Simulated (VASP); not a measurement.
Wanted: the native input for a VASP 6.6.1 run.

* Task: single point
* Functional: PBE
* Potentials or basis: VASP PAW PBE potentials, release 64 (Bi_d, N)
* Cutoff: 520 eV
* k mesh: 10 × 10 × 10
* Occupations: gaussian, width 0.05 eV
* Spin: no spin polarisation
* Dipole correction: no
* Further INCAR settings: ALGO = Normal; EDIFF = 1e-07; NBANDS = 17

The structure of BiN lies in POSCAR:

```
BiN
1.0
    0.0000000000      2.8657169191      2.8657169191
    2.8657169191      0.0000000000      2.8657169191
    2.8657169191      2.8657169191      0.0000000000
Bi N
1 1
Direct
    0.0000000000      0.0000000000      0.0000000000
    0.2500000000      0.2500000000      0.2500000000
```

This cell differs from its parent crystal: volume scaled by 1.100.

The input as run:

INCAR

```
SYSTEM = BiN
PREC = Accurate
ENCUT = 520
EDIFF = 1E-7
ISMEAR = 0
SIGMA = 0.05
LREAL = .False.
LASPH = .True.
NELM = 100
ALGO = Normal
ISIF = 2
LWAVE = .False.
LCHARG = .False.
GGA = PE
NBANDS = 17
```

KPOINTS

```
regular mesh
0
Gamma
  10 10 10
  0 0 0
```

Potentials or basis: VASP PAW PBE potentials, release 64 (Bi_d, N).

Launch:

```sh
$ cat potpaw_PBE.64/Bi_d/POTCAR potpaw_PBE.64/N/POTCAR > POTCAR
$ mpirun -np 1 vasp_std > vasp.out
```

Results of the run:

```
Pressure               : -6.5 GPa
Band gap on the k mesh : zero (band 10 reaches 5.36 eV, above the bottom of band 11 at 4.85 eV)
```

Caveat: spin-orbit coupling is left out, which moves the levels of the heavy elements.

Run time: 60 s on 1 thread of Intel(R) Xeon(R) Platinum 8488C (Sapphire Rapids) (shared host), peak memory 0.19 GiB.
